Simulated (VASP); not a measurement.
# BN (rocksalt type) (Fm-3m) in VASP: further runs

Runs on BN (rocksalt type). Level: PBE. Tasks: relaxation of cell and atoms, single point.

Everything below comes from runs of VASP 6.6.1. Logs are shortened: lines on timing, memory, paths and dates and some standing lists are left out, and cuts for length are marked.

## 1. The cell of the first run

Symmetry: Fm-3m, No. 225, cubic system. The conventional cell has a = 3.332 Å, b = 3.332 Å, c = 3.332 Å, α = 90.00°, β = 90.00°, γ = 90.00°. Within 2.2 Å of B (site symmetry m-3m) lie 6 N at 1.67 Å. N (site symmetry m-3m) has 6 B at 1.67 Å within 2.2 Å.

## 2. Relaxation of cell and atoms, PBE, target pressure 76 GPa, at which the enthalpy is minimised

The input, INCAR:

```
PREC     = Accurate       # precision mode
ENCUT    = 600            # plane-wave cutoff, eV
EDIFF    = 1E-6           # SCF threshold, eV
ISMEAR   = -1             # smearing method
SIGMA    = 0.05           # smearing width, eV
LREAL    = False          # projectors in reciprocal space
LASPH    = True           # aspherical terms in the spheres
NELM     = 100            # most SCF steps
ALGO     = Normal         # electronic algorithm
ISIF     = 3              # what is computed and relaxed
LWAVE    = False          # write WAVECAR
LCHARG   = False          # write CHGCAR
GGA      = PE             # functional
IBRION   = 2              # ionic algorithm
NSW      = 32             # ionic steps
EDIFFG   = -0.005         # ionic threshold
PSTRESS  = 760.0
```

The input, KPOINTS:

```
regular mesh
0
Gamma
  16 16 16
```

The input, POSCAR:

```
BN
1.0
    0.0000000000      1.6662425516      1.6662425516
    1.6662425516      0.0000000000      1.6662425516
    1.6662425516      1.6662425516      0.0000000000
B N
1 1
Direct
    0.0000000000      0.0000000000      0.0000000000
    0.5000000000      0.5000000000      0.5000000000
```

Potentials or basis: VASP PAW PBE potentials, release 64 (B, N).

Launch:

```
$ cat potpaw_PBE.64/B/POTCAR potpaw_PBE.64/N/POTCAR > POTCAR
$ mpirun -np 1 vasp_std > vasp.out
```

OUTCAR:

```text
PREC = Accurate
   ENCUT = 600
   EDIFF = 1E-6
   ISMEAR = -1
   LREAL = False
   LASPH = True
   NELM = 100
   ISIF = 3
   GGA = PE
   IBRION = 2
   NSW = 32
   EDIFFG = -0.005
   PSTRESS = 760.0

 ion  position               nearest neighbor table
   1  0.000  0.000  0.000-   2 1.67   2 1.67   2 1.67   2 1.67   2 1.67   2 1.67
   2  0.500  0.500  0.500-   1 1.67   1 1.67   1 1.67   1 1.67   1 1.67   1 1.67

  LATTYP: Found a face centered cubic cell.
 ALAT       =     3.3324851032

  Lattice vectors:

 A1 = (   0.0000000000,   1.6662425516,   1.6662425516)
 A2 = (   1.6662425516,   0.0000000000,   1.6662425516)
 A3 = (   1.6662425516,   1.6662425516,   0.0000000000)

Analysis of symmetry for initial positions (statically):
=====================================================================
 Subroutine PRICEL returns:
 Original cell was already a primitive cell.

 Routine SETGRP: Setting up the symmetry group for a
 face centered cubic supercell.

 Subroutine GETGRP returns: Found 48 space group operations
 (whereof 48 operations were pure point group operations)
 out of a pool of 48 trial point group operations.

The static configuration has the point symmetry O_h .

Analysis of symmetry for dynamics (positions and initial velocities):
=====================================================================
 Subroutine PRICEL returns:
 Original cell was already a primitive cell.

 Routine SETGRP: Setting up the symmetry group for a
 face centered cubic supercell.

 Subroutine GETGRP returns: Found 48 space group operations
 (whereof 48 operations were pure point group operations)
 out of a pool of 48 trial point group operations.

The dynamic configuration has the point symmetry O_h .

 Subroutine INISYM returns: Found 48 space group operations
 (whereof 48 operations are pure point group operations),
 and found     1 'primitive' translations

----------------------------------------------------------------------------------------

                                     Primitive cell

  volume of cell :       9.2522

  direct lattice vectors                    reciprocal lattice vectors
     0.000000000  1.666242552  1.666242552    -0.300076360  0.300076360  0.300076360
     1.666242552  0.000000000  1.666242552     0.300076360 -0.300076360  0.300076360
     1.666242552  1.666242552  0.000000000     0.300076360  0.300076360 -0.300076360

  length of vectors
     2.356422815  2.356422815  2.356422815     0.519747502  0.519747502  0.519747502

  position of ions in fractional coordinates (direct lattice)
     0.000000000  0.000000000  0.000000000
     0.500000000  0.500000000  0.500000000

  ion indices of the primitive-cell ions
   primitive index   ion index
                 1           1
                 2           2

----------------------------------------------------------------------------------------

 KPOINTS: regular mesh

Automatic generation of k-mesh.
 Grid dimensions read from file:
 generate k-points for:   16   16   16

 Generating k-lattice:

  Cartesian coordinates                     Fractional coordinates (reciprocal lattice)
    -0.018754773  0.018754773  0.018754773     0.062500000  0.000000000  0.000000000
     0.018754773 -0.018754773  0.018754773     0.000000000  0.062500000  0.000000000
     0.018754773  0.018754773 -0.018754773     0.000000000  0.000000000  0.062500000

  Length of vectors
     0.032484219  0.032484219  0.032484219

  Shift w.r.t. Gamma in fractional coordinates (k-lattice)
     0.000000000  0.000000000  0.000000000

 Subroutine IBZKPT returns following result:
 ===========================================

 Found    145 irreducible k-points:

 Following reciprocal coordinates:
            Coordinates               Weight
  0.000000  0.000000  0.000000      1.000000
  0.062500  0.000000  0.000000      8.000000
  0.125000  0.000000  0.000000      8.000000
  0.187500  0.000000  0.000000      8.000000
  0.250000  0.000000  0.000000      8.000000
  0.312500  0.000000  0.000000      8.000000
[... 16 lines left out ...]
 -0.125000  0.062500  0.000000     24.000000
 -0.062500  0.062500  0.000000     12.000000
 [... further k-points ...]
   k-points           NKPTS =    145   k-points in BZ     NKDIM =    145   number of bands    NBANDS=      8
   number of dos      NEDOS =    301   number of ions     NIONS =      2
   total plane-waves  NPLWV =   8000
   dimension x,y,z NGX =    20 NGY =   20 NGZ =   20
   dimension x,y,z NGXF=    40 NGYF=   40 NGZF=   40
   ions per type =               1   1
   NGX,Y,Z   is equivalent  to a cutoff of  14.11, 14.11, 14.11 a.u.
   NGXF,Y,Z  is equivalent  to a cutoff of  28.22, 28.22, 28.22 a.u.
 SYSTEM =  unknown system
   PREC   = accura    normal or accurate (medium, high low for compatibility)
   ISTART =      0    job   : 0-new  1-cont  2-samecut
   ICHARG =      2    charge: 1-file 2-atom 10-const
   ISPIN  =      1    spin polarized calculation?
   LNONCOLLINEAR =      F non collinear calculations
   LSORBIT =      F    spin-orbit coupling
   LASPH  =      T    aspherical Exc in radial PAW
   ENCUT  =  600.0 eV  44.10 Ry    6.64 a.u.   4.71  4.71  4.71*2*pi/ulx,y,z
   NELM   =    100;   NELMIN=  2; NELMDL= -5     # of ELM steps
   EDIFF  = 0.1E-05   stopping-criterion for ELM
   LREAL  =      F    real-space projection
   EDIFFG = -.5E-02   stopping-criterion for IOM
   NSW    =     32    number of steps for IOM
   IBRION =      2    ionic relax: 0-MD 1-quasi-New 2-CG
   NFREE  =      1    steps in history (QN), initial steepest desc. (CG)
   ISIF   =      3    stress and relaxation
   ISYM   =      2    0-nonsym 1-usesym 2-fastsym
   POTIM  = 0.5000    time-step for ionic-motion
   TEBEG  =    0.0;   TEEND  =   0.0 temperature during run
   PSTRESS=  760.0 pullay stress
   NELECT =       8.0000    total number of electrons
   NUPDOWN=      -1.0000    fix difference up-down
   EMIN   =  10.00;   EMAX   =-10.00  energy-range for DOS
   EFERMI =   0.00;   METHOD = LEGACY
   ISMEAR =    -1;   SIGMA  =   0.05  broadening in eV -4-tet -1-fermi 0-gaus
   EFERMI_NEDOS =   21; number of points for ismear=-14 and -15
   IALGO  =     38    algorithm
   IMIX   =      4    mixing-type and parameters
     AMIX     =   0.40;   BMIX     =  1.00
     AMIX_MAG =   1.60;   BMIX_MAG =  1.00
  volume/ion in A,a.u.               =       4.63        31.22
  Fermi-wavevector in a.u.,A,eV,Ry     =   1.559636  2.947285 33.095692  2.432465
  Thomas-Fermi vector in A             =   2.662965
   LORBIT       =      0    0 simple, 1 ext, 2 COOP (PROOUT), +10 PAW based schemes
   GGA     = PE    functional components
   LHFCALC =     F    Hartree Fock is set to
   AEXX    =    0.0000 exact exchange contribution
   IVDW    =     0    specifies the selected vdW correction
   LEPSILON=     F    determine dielectric tensor
   LRPA    =     F    only Hartree local field effects (RPA)
 conjugate gradient relaxation of ions
 non-spin polarized calculation
  energy-cutoff  :      600.00
  volume of cell :        9.25
 maximum number of plane-waves:       331
   NGX =  9   NGY =  9   NGZ =  9

--------------------------------------- Ionic step        1  -------------------------------------------

 number of electron       7.9999999 magnetization

 Free energy of the ion-electron system (eV)
  ---------------------------------------------------
  ext. energy  EPLUGINS =         0.00000000
  ---------------------------------------------------
  free energy    TOTEN  =       -13.62958301 eV

  energy without entropy =      -13.62958301  energy(sigma->0) =      -13.62958301

------------------------ aborting loop because EDIFF is reached ----------------------------------------

  FORCE on cell =-STRESS in cart. coord.  units (eV):
  Direction    XX          YY          ZZ          XY          YZ          ZX
  --------------------------------------------------------------------------------------
  -------------------------------------------------------------------------------------
  Total        4.4042450      4.4042450      4.4042450      0.0000000      0.0000000     -0.0000000
  in kB      762.6712872    762.6712872    762.6712872      0.0000000      0.0000000     -0.0000000
  external PRESSURE =       2.6712872 kB  Pullay stress =     760.0000000 kB
[... 61 lines left out ...]
  enthalpy is  TOTEN    =        -9.2407571644 eV   P V=        4.3937200017

--------------------------------------- Ionic step        3  -------------------------------------------

 number of electron       7.9999999 magnetization

 Free energy of the ion-electron system (eV)
  ---------------------------------------------------
  ext. energy  EPLUGINS =         0.00000000
  ---------------------------------------------------
  free energy    TOTEN  =       -13.63141649 eV

  energy without entropy =      -13.63141649  energy(sigma->0) =      -13.63141649

 E-fermi :  13.4921     XC(G=0): -14.4709

 val. band max:       12.5121428373   @ k =  -0.1875   0.1250   0.0000
 cond. band min:      14.8774829315   @ k =   0.5000   0.5000   0.0000
 fundamental gap:      2.3653400942
 Fermi energy:        13.4920740442

 k-point     1 :       0.0000    0.0000    0.0000
  band No.  band energies     occupation
      1     -12.0231      2.00000
      2      11.5449      2.00000
      3      11.5449      2.00000
      4      11.5449      2.00000
      5      24.9069      0.00000
      6      26.0923      0.00000
      7      26.0923      0.00000
      8      26.0923      0.00000
[... 243 lines left out ...]
 k-point    24 :      -0.0625    0.0625    0.0000
  band No.  band energies     occupation
      1     -11.7009      2.00000
      2      10.5282      2.00000
      3      10.9193      2.00000
      4      11.7868      2.00000
      5      24.4203      0.00000
      6      24.5808      0.00000
      7      25.9030      0.00000
      8      25.9944      0.00000

 [... further k-points ...]
[... 5 lines left out ...]
  --------------------------------------------------------------------------------------
  -------------------------------------------------------------------------------------
  Total        4.3890059      4.3890059      4.3890059      0.0000000      0.0000000      0.0000000
  in kB      759.7154512    759.7154512    759.7154512      0.0000000      0.0000000      0.0000000
  external PRESSURE =      -0.2845488 kB  Pullay stress =     760.0000000 kB
[... 17 lines left out ...]
  FREE ENERGIE OF THE ION-ELECTRON SYSTEM (eV)
  ---------------------------------------------------
  free  energy   TOTEN  =       -13.6314164886 eV

  energy  without entropy=      -13.6314164886  energy(sigma->0) =      -13.63141649

  enthalpy is  TOTEN    =        -9.2407667459 eV   P V=        4.3906497427

 reached required accuracy - stopping structural energy minimisation
```

Run time: 15 s. Hardware: 1 thread of Intel Xeon Platinum 8488C (Sapphire Rapids), shared host; peak memory 0.12 GiB.

What came out:

* Free energy: -13.6314 eV
* Relaxed volume: 4.63 Å³/atom
* Relaxed cell: a = 2.357 Å, b = 2.357 Å, c = 2.357 Å, α = 60.00°, β = 60.00°, γ = 60.00°
* Space group after relaxing (to 0.05 Å): Fm-3m (No. 225)
* Energy change on relaxing (the enthalpy is what falls): -0.9 meV/atom
* Ionic steps: 3
* Pressure after relaxing: 76.0 GPa
* Band gap on the k mesh: 2.37 eV, indirect (least direct gap 6.36 eV)

The path:
```tsv
step	energy change (eV)	largest force (eV/Å)	pressure (GPa)	volume (Å³)
1	0.0000	0.0000	76.27	9.25
2	-0.0049	0.0000	75.55	9.26
3	-0.0018	0.0000	75.97	9.26
```

Final structure:
```
CELL_PARAMETERS angstrom
0.00000 1.66647 1.66647
1.66647 0.00000 1.66647
1.66647 1.66647 0.00000
ATOMIC_POSITIONS crystal
B 0.00000 0.00000 0.00000
N 0.50000 0.50000 0.50000
```

Caveat: the cell is relaxed towards a set pressure, so the enthalpy falls and the energy may rise.

## 3. Single point, PBE (volume scaled by 0.86, to set the pressure)

The input, INCAR:

```
PREC = Accurate ; ENCUT = 600
EDIFF = 1E-6 ; ISMEAR = -1
SIGMA = 0.05 ; LREAL = F
LASPH = T ; NELM = 120
ALGO = Normal ; ISIF = 2
LWAVE = F ; LCHARG = F
GGA = PE ; NBANDS = 11
GGA_COMPAT = F
```

The input, KPOINTS:

```
Automatic mesh
0
Gamma
  16 16 16
```

The input, POSCAR:

```
BN
1.0
    0.0000000000      1.6658467201      1.6658467201
    1.6658467201      0.0000000000      1.6658467201
    1.6658467201      1.6658467201      0.0000000000
B N
1 1
Direct
    0.0000000000      0.0000000000      0.0000000000
    0.5000000000      0.5000000000      0.5000000000
```

Potentials or basis: VASP PAW PBE potentials, release 64 (B, N).

Launch:

```
$ cat potpaw_PBE.64/B/POTCAR potpaw_PBE.64/N/POTCAR > POTCAR
$ mpirun -np 1 vasp_std > vasp.out
```

OUTCAR:

```text
PREC = Accurate
   ENCUT = 600
   EDIFF = 1E-6
   ISMEAR = -1
   LREAL = F
   LASPH = T
   NELM = 120
   ISIF = 2
   GGA = PE

 ion  position               nearest neighbor table
   1  0.000  0.000  0.000-   2 1.67   2 1.67   2 1.67   2 1.67   2 1.67   2 1.67
   2  0.500  0.500  0.500-   1 1.67   1 1.67   1 1.67   1 1.67   1 1.67   1 1.67

  LATTYP: Found a face centered cubic cell.
 ALAT       =     3.3316934402

  Lattice vectors:

 A1 = (   0.0000000000,   1.6658467201,   1.6658467201)
[... 511 lines left out ...]
      5      24.4478      0.00000
      6      24.6158      0.00000
      7      25.9414      0.00000
      8      26.0239      0.00000
      9      30.8393      0.00000
     10      32.3448      0.00000
     11      33.5601      0.00000

 [... further k-points ...]
[... 5 lines left out ...]
  --------------------------------------------------------------------------------------
  -------------------------------------------------------------------------------------
  Total        4.4283902      4.4283902      4.4283902     -0.0000000     -0.0000000      0.0000000
  in kB      767.3992185    767.3992185    767.3992185     -0.0000000     -0.0000000      0.0000000
  external PRESSURE =     767.3992185 kB  Pullay stress =       0.0000000 kB

 VOLUME and BASIS-vectors are now :
 -----------------------------------------------------------------------------
  energy-cutoff  :      600.00
  volume of cell :        9.25
      direct lattice vectors                 reciprocal lattice vectors
     0.000000000  1.665846720  1.665846720    -0.300147663  0.300147663  0.300147663
     1.665846720  0.000000000  1.665846720     0.300147663 -0.300147663  0.300147663
     1.665846720  1.665846720  0.000000000     0.300147663  0.300147663 -0.300147663

 POSITION                                       TOTAL-FORCE (eV/Angst)
 -----------------------------------------------------------------------------------
      0.00000      0.00000      0.00000        -0.000000     -0.000000     -0.000000
      1.66585      1.66585      1.66585         0.000000      0.000000      0.000000
 -----------------------------------------------------------------------------------
    total drift:                                0.000000      0.000000      0.000000

  FREE ENERGIE OF THE ION-ELECTRON SYSTEM (eV)
  ---------------------------------------------------
  free  energy   TOTEN  =       -13.6263636472 eV

  energy  without entropy=      -13.6263636472  energy(sigma->0) =      -13.62636365
```

Wall time 9.9 s (1 thread of Intel Xeon Platinum 8375C at 2.90GHz (Ice Lake), shared host); peak memory 0.13 GiB.

What came out:

```yaml
Free_energy: -13.6264 eV
Pressure: 76.7 GPa
Band_gap_on_the_k_mesh: 2.37 eV, indirect (least direct gap 6.36 eV)
```

Caveat: the cell differs from its parent crystal (volume scaled by 0.86, to set the pressure).

## 4. Single point, PBE

This run uses another cell than the first one, of 5.38 Å³/atom, 1.162 times its volume.

The input, INCAR:

```
  ALGO = Normal
  EDIFF = 1E-6
  ENCUT = 600
  GGA = PE
  GGA_COMPAT = False
  ISIF = 2
  ISMEAR = -1
  LASPH = True
  LCHARG = False
  LREAL = False
  LWAVE = False
  NBANDS = 11
  NELM = 120
  PREC = Accurate
  SIGMA = 0.05
```

The input, KPOINTS:

```
k-points
0
Gamma
  16 16 16
```

The input, POSCAR:

```
BN
1.0
    0.0000000000      1.7517369374      1.7517369374
    1.7517369374      0.0000000000      1.7517369374
    1.7517369374      1.7517369374      0.0000000000
B N
1 1
Direct
    0.0000000000      0.0000000000      0.0000000000
    0.5000000000      0.5000000000      0.5000000000
```

Launch:

```
$ cat potpaw_PBE.64/B/POTCAR potpaw_PBE.64/N/POTCAR > POTCAR
$ mpirun -np 1 vasp_std > vasp.out
```

Run time: 10 s. Hardware: 1 thread of Intel Xeon Platinum 8375C at 2.90GHz (Ice Lake), shared host; peak memory 0.14 GiB.

Results (log left out):

- Free energy: -13.9491 eV
- Pressure: -0.3 GPa
- Band gap on the k mesh: 1.18 eV, indirect (least direct gap 5.82 eV)

Levels at points of the mesh, in eV from the valence-band top:
```
           k point  band 1  band 2  band 3  band 4  band 5  band 6  band 7  band 8
(0.00, 0.00, 0.00)  -22.37   -0.87   -0.87   -0.87    9.01   11.99   11.99   11.99
(0.50, 0.00, 0.00)  -17.22  -12.49   -0.63   -0.63    5.19    5.19    7.17   13.55
(0.50, 0.50, 0.00)  -14.44  -11.78   -5.58   -5.58    1.18    8.84   14.52   14.52
```

A k mesh can miss the band edges. A hybrid or GW would open this gap; PBE tends to underestimate it.

## 5. Overview

```tsv
task	cell	gap on the mesh (eV)	pressure (GPa)
relaxation of cell and atoms	relaxed to 76 GPa from a = 2.356 Å, angles 60.0°, 2 atoms	2.37	76.0
single point	a = 2.356 Å, angles 60.0°, 2 atoms	2.37	76.7
single point	a = 2.477 Å, angles 60.0°, 2 atoms	1.18	-0.3
```

Alike in all rows: level PBE; potentials or basis VASP PAW PBE potentials, release 64 (B, N); no spin polarisation; k mesh 16 × 16 × 16; cutoff (eV) 600; smearing fermi-dirac 0.05 eV.

Caveats: the cell is relaxed towards a set pressure, so the enthalpy falls and the energy may rise (some runs).

Absolute energies hang on the potentials; compare differences alone.
